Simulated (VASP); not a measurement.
# Al (Fm-3m) in VASP: further runs, part 2 of 2

VASP 6.6.1. Earlier steps stand in the parts before.

### 3 Single point, PBE

This run uses another cell than the first one, of 15.27 Å³/atom, 1.045 times its volume.

Input file INCAR:

```
SYSTEM = Al
PREC = Accurate
ENCUT = 520
EDIFF = 1E-6
ISMEAR = 1
SIGMA = 0.1
LREAL = .False.
LASPH = .True.
NELM = 60
ALGO = Normal
ISIF = 2
LWAVE = .False.
LCHARG = .False.
GGA = PE
NBANDS = 8
```

Input file KPOINTS:

```
regular mesh
0
Gamma
  12 12 12
  0 0 0
```

Input file POSCAR:

```
Al
1.0
    0.0000000000      1.9693027183      1.9693027183
    1.9693027183      0.0000000000      1.9693027183
    1.9693027183      1.9693027183      0.0000000000
Al
1
Direct
    0.0000000000      0.0000000000      0.0000000000
```

Potentials or basis: VASP PAW PBE potentials, release 64 (Al).

Started as:

```console
cat potpaw_PBE.64/Al/POTCAR > POTCAR
mpirun -np 1 vasp_std > vasp.out
```

Run time: 6.1 s. Hardware: 1 thread of AMD EPYC 7R13 (Zen 3), shared host; peak memory 0.1 GiB.

It converged, with:

| Quantity | Value |
| --- | --- |
| Free energy | -3.7261 eV |
| Pressure | 7.4 GPa |

Levels at points of the mesh, in eV from the Fermi level:
| k point | band 1 | band 2 | band 3 | band 4 | band 5 |
| --- | --- | --- | --- | --- | --- |
| (0.00, 0.00, 0.00) | -11.56 | 13.18 | 13.18 | 13.18 | 15.28 |
| (0.50, 0.00, 0.00) | -4.78 | -4.36 | 11.95 | 11.95 | 12.39 |
| (0.50, 0.50, 0.00) | -2.99 | -1.50 | 5.40 | 6.09 | 6.09 |

### 4 Single point, PBE

This run uses another cell than the first one, of 15.94 Å³/atom, 1.091 times its volume.

Input file INCAR:

```
SYSTEM = Al
  ALGO = Normal
  EDIFF = 1E-6
  ENCUT = 520
  GGA = PE
  ISIF = 2
  ISMEAR = 1
  LASPH = .TRUE.
  LCHARG = .FALSE.
  LREAL = .FALSE.
  LWAVE = .FALSE.
  NBANDS = 8
  NELM = 100
  PREC = Accurate
  SIGMA = 0.1
```

Input file KPOINTS:

```
k-points
0
G
  12 12 12
  0 0 0
```

Input file POSCAR:

```
Al
1.0
    0.0000000000      1.9974394157      1.9974394157
    1.9974394157      0.0000000000      1.9974394157
    1.9974394157      1.9974394157      0.0000000000
Al
1
Direct
    0.0000000000      0.0000000000      0.0000000000
```

Potentials or basis: VASP PAW PBE potentials, release 64 (Al).

Started as:

```console
cat potpaw_PBE.64/Al/POTCAR > POTCAR
mpirun -np 1 vasp_std > vasp.out
```

OUTCAR:

```text
SYSTEM = Al
   EDIFF = 1E-6
   ENCUT = 520
   GGA = PE
   ISIF = 2
   ISMEAR = 1
   LASPH = .TRUE.
   LREAL = .FALSE.
   NELM = 100
   PREC = Accurate

 ion  position               nearest neighbor table
   1  0.000  0.000  0.000-

  LATTYP: Found a face centered cubic cell.
 ALAT       =     3.9948788314

  Lattice vectors:

 A1 = (   0.0000000000,   1.9974394157,   1.9974394157)
 A2 = (   1.9974394157,   0.0000000000,   1.9974394157)
 A3 = (   1.9974394157,   1.9974394157,   0.0000000000)

Analysis of symmetry for initial positions (statically):
=====================================================================
 Subroutine PRICEL returns:
 Original cell was already a primitive cell.

 Routine SETGRP: Setting up the symmetry group for a
 face centered cubic supercell.

 Subroutine GETGRP returns: Found 48 space group operations
 (whereof 48 operations were pure point group operations)
 out of a pool of 48 trial point group operations.

The static configuration has the point symmetry O_h .

Analysis of symmetry for dynamics (positions and initial velocities):
=====================================================================
 Subroutine PRICEL returns:
[... 154 lines left out ...]
  energy without entropy =       -3.74859394  energy(sigma->0) =       -3.74811931

 E-fermi :   8.2266     XC(G=0): -10.3216

 val. band max:        8.1427205249   @ k =  -0.3333   0.4167   0.0833
 cond. band min:       8.3028140797   @ k =  -0.4167   0.4167   0.0833
 fundamental gap:      0.1600935548
 Fermi energy:         8.2265513868

 k-point     1 :       0.0000    0.0000    0.0000
  band No.  band energies     occupation
      1      -3.0090      2.00000
      2      21.1801      0.00000
      3      21.1801      0.00000
      4      21.1801      0.00000
      5      22.9391      0.00000
      6      22.9391      0.00000
      7      22.9391      0.00000
      8      25.0862      0.00000
[... 243 lines left out ...]
 k-point    24 :      -0.4167    0.1667    0.0000
  band No.  band energies     occupation
      1       3.7038      2.00000
      2       5.2038      2.00000
      3      13.9847      0.00000
      4      17.3663      0.00000
      5      19.2531      0.00000
      6      23.9988      0.00000
      7      26.8107      0.00000
      8      29.7711      0.00000

 [... further k-points ...]
[... 5 lines left out ...]
  --------------------------------------------------------------------------------------
  -------------------------------------------------------------------------------------
  Total        0.3174072      0.3174072      0.3174072     -0.0000000     -0.0000000      0.0000000
  in kB       31.9063026     31.9063026     31.9063026     -0.0000000     -0.0000000      0.0000000
  external PRESSURE =      31.9063026 kB  Pullay stress =       0.0000000 kB

 VOLUME and BASIS-vectors are now :
 -----------------------------------------------------------------------------
  energy-cutoff  :      520.00
  volume of cell :       15.94
      direct lattice vectors                 reciprocal lattice vectors
     0.000000000  1.997439416  1.997439416    -0.250320483  0.250320483  0.250320483
     1.997439416  0.000000000  1.997439416     0.250320483 -0.250320483  0.250320483
     1.997439416  1.997439416  0.000000000     0.250320483  0.250320483 -0.250320483

 POSITION                                       TOTAL-FORCE (eV/Angst)
 -----------------------------------------------------------------------------------
      0.00000      0.00000      0.00000         0.000000     -0.000000      0.000000
 -----------------------------------------------------------------------------------
    total drift:                               -0.000000      0.000000     -0.000000

  FREE ENERGIE OF THE ION-ELECTRON SYSTEM (eV)
  ---------------------------------------------------
  free  energy   TOTEN  =        -3.7478819945 eV

  energy  without entropy=       -3.7485939414  energy(sigma->0) =       -3.74811931
```

Run time: 6.2 s. Hardware: 1 thread of AMD EPYC 7R13 (Zen 3), shared host; peak memory 0.1 GiB.

What came out:

| Quantity | Value |
| --- | --- |
| Free energy | -3.7479 eV |
| Pressure | 3.2 GPa |

### 5 Single point, PBE

This run uses another cell than the first one, of 16.60 Å³/atom, 1.136 times its volume.

Input file INCAR:

```
SYSTEM = Al
PREC     = Accurate       ! precision mode
ENCUT    = 520            ! plane-wave cutoff, eV
EDIFF    = 1E-6           ! SCF threshold, eV
ISMEAR   = 1              ! smearing method
SIGMA    = 0.1            ! smearing width, eV
LREAL    = .FALSE.        ! projectors in reciprocal space
LASPH    = .TRUE.         ! aspherical terms in the spheres
NELM     = 100            ! most SCF steps
ALGO     = Normal         ! electronic algorithm
ISIF     = 2              ! what is computed and relaxed
LWAVE    = .FALSE.        ! write WAVECAR
LCHARG   = .FALSE.        ! write CHGCAR
GGA      = PE             ! functional
NBANDS   = 8              ! bands
```

Input file KPOINTS:

```
Automatic mesh
0
G
  12 12 12
  0 0 0
```

Input file POSCAR:

```
Al
1.0
    0.0000000000      2.0248050000      2.0248050000
    2.0248050000      0.0000000000      2.0248050000
    2.0248050000      2.0248050000      0.0000000000
Al
1
Direct
    0.0000000000      0.0000000000      0.0000000000
```

Started as:

```console
cat potpaw_PBE.64/Al/POTCAR > POTCAR
mpirun -np 1 vasp_std > vasp.out
```

Wall time 6.2 s (1 thread of AMD EPYC 7R13 (Zen 3), shared host); peak memory 0.1 GiB.

Results (log left out):

```yaml
Free_energy: -3.7536 eV
Pressure: -0.3 GPa
```

Levels at points of the mesh, in eV from the Fermi level:
```
           k point  band 1  band 2  band 3  band 4
(0.00, 0.00, 0.00)  -10.96   12.72   12.72   12.72
(0.50, 0.00, 0.00)   -4.43   -4.23   11.48   11.48
(0.50, 0.50, 0.00)   -2.77   -1.46    5.39    5.70
```

### 6 Single point, PBE

This run uses another cell than the first one, of 17.27 Å³/atom, 1.182 times its volume.

Input file INCAR:

```
SYSTEM = Al
PREC     = Accurate       ! precision mode
ENCUT    = 520            ! plane-wave cutoff, eV
EDIFF    = 1E-7           ! SCF threshold, eV
ISMEAR   = 1              ! smearing method
SIGMA    = 0.1            ! smearing width, eV
LREAL    = .False.        ! projectors in reciprocal space
LASPH    = .True.         ! aspherical terms in the spheres
NELM     = 60             ! most SCF steps
ALGO     = Normal         ! electronic algorithm
ISIF     = 2              ! what is computed and relaxed
LWAVE    = .False.        ! write WAVECAR
LCHARG   = .False.        ! write CHGCAR
GGA      = PE             ! functional
NBANDS   = 8              ! bands
```

Input file KPOINTS:

```
regular mesh
0
Gamma
  12 12 12
  0 0 0
```

Input file POSCAR:

```
Al
1.0
    0.0000000000      2.0514502267      2.0514502267
    2.0514502267      0.0000000000      2.0514502267
    2.0514502267      2.0514502267      0.0000000000
Al
1
Direct
    0.0000000000      0.0000000000      0.0000000000
```

Potentials or basis: VASP PAW PBE potentials, release 64 (Al).

Started as:

```console
cat potpaw_PBE.64/Al/POTCAR > POTCAR
mpirun -np 1 vasp_std > vasp.out
```

OUTCAR:

```text
SYSTEM = Al
   PREC = Accurate
   ENCUT = 520
   EDIFF = 1E-7
   ISMEAR = 1
   LREAL = .False.
   LASPH = .True.
   NELM = 60
   ISIF = 2
   GGA = PE

 ion  position               nearest neighbor table
   1  0.000  0.000  0.000-

  LATTYP: Found a face centered cubic cell.
 ALAT       =     4.1029004534

  Lattice vectors:

 A1 = (   0.0000000000,   2.0514502267,   2.0514502267)
 A2 = (   2.0514502267,   0.0000000000,   2.0514502267)
 A3 = (   2.0514502267,   2.0514502267,   0.0000000000)

Analysis of symmetry for initial positions (statically):
[... 435 lines left out ...]
      2       4.5051      2.00000
      3      12.8497      0.00000
      4      16.0303      0.00000
      5      17.8515      0.00000
      6      22.3988      0.00000
      7      24.9683      0.00000
      8      27.9766      0.00000

 [... further k-points ...]
[... 5 lines left out ...]
  --------------------------------------------------------------------------------------
  -------------------------------------------------------------------------------------
  Total       -0.3450802     -0.3450802     -0.3450802      0.0000000      0.0000000      0.0000000
  in kB      -32.0197272    -32.0197272    -32.0197272      0.0000000      0.0000000      0.0000000
  external PRESSURE =     -32.0197272 kB  Pullay stress =       0.0000000 kB

 VOLUME and BASIS-vectors are now :
 -----------------------------------------------------------------------------
  energy-cutoff  :      520.00
  volume of cell :       17.27
      direct lattice vectors                 reciprocal lattice vectors
     0.000000000  2.051450227  2.051450227    -0.243730018  0.243730018  0.243730018
     2.051450227  0.000000000  2.051450227     0.243730018 -0.243730018  0.243730018
     2.051450227  2.051450227  0.000000000     0.243730018  0.243730018 -0.243730018

 POSITION                                       TOTAL-FORCE (eV/Angst)
 -----------------------------------------------------------------------------------
      0.00000      0.00000      0.00000         0.000000     -0.000000     -0.000000
 -----------------------------------------------------------------------------------
    total drift:                               -0.000000      0.000000     -0.000000

  FREE ENERGIE OF THE ION-ELECTRON SYSTEM (eV)
  ---------------------------------------------------
  free  energy   TOTEN  =        -3.7460150915 eV

  energy  without entropy=       -3.7466150602  energy(sigma->0) =       -3.74621508
```

stdout:

```text
POSCAR found type information on POSCAR Al
 POSCAR found :  1 types and       1 ions
 scaLAPACK will be used
 LDA part: xc-table for (Slater+PW92), standard interpolation
 POSCAR, INCAR and KPOINTS ok, starting setup
 FFT: planning ... GRIDC
 FFT: planning ... GRID_SOFT
 FFT: planning ... GRID
 WAVECAR not read
 entering main loop
```

Run time: 6.7 s. Hardware: 1 thread of AMD EPYC 7R13 (Zen 3), shared host; peak memory 0.1 GiB.

What came out:

```
Free energy : -3.7460 eV
Pressure    : -3.2 GPa
```

### 7 The runs side by side

```tsv
cell	gap on the mesh (eV)	pressure (GPa)
a = 2.744 Å, angles 60.0°, 1 atom	none	12.5
a = 2.785 Å, angles 60.0°, 1 atom	none	7.4
a = 2.825 Å, angles 60.0°, 1 atom	none	3.2
a = 2.864 Å, angles 60.0°, 1 atom	none	-0.3
a = 2.901 Å, angles 60.0°, 1 atom	none	-3.2
```

Alike in all rows: task single point; level PBE; potentials or basis VASP PAW PBE potentials, release 64 (Al); no spin polarisation; k mesh 12 × 12 × 12; cutoff (eV) 520; smearing methfessel-paxton 0.1 eV.

Absolute energies hang on the potentials; compare differences alone.
